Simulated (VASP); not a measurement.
CdS (Greenockite):

```
CELL_PARAMETERS angstrom
4.17748 0.00000 0.00000
-2.08874 3.61781 0.00000
0.00000 0.00000 6.78162
ATOMIC_POSITIONS crystal
Cd 0.66667 0.33333 0.50000
Cd 0.33333 0.66667 0.00000
S 0.66667 0.33333 0.87500
S 0.33333 0.66667 0.37500
```

Base run:

- Program: VASP 6.6.1
- Functional: PBE exchange alone
- Potentials or basis: VASP PAW PBE potentials, release 64 (Cd, S)
- Cutoff: 520 eV
- k mesh: 7 × 7 × 4
- Occupations: fermi-dirac, width 0.05 eV
- Spin: no spin polarisation

Its results: band gap on the k mesh 1.12 eV, direct; pressure 9.5 GPa; largest force 0.064 eV/Å.

Question: The run is repeated on the same cell with these changes: functional from PBE exchange alone to BLYP. What comes out?

Answer: Band gap on the k mesh 1.11 eV, direct; pressure 4.3 GPa; largest force 0.064 eV/Å.

Caveats: the PAW data sets were made with another functional, which shifts forces and pressure a little (some runs).

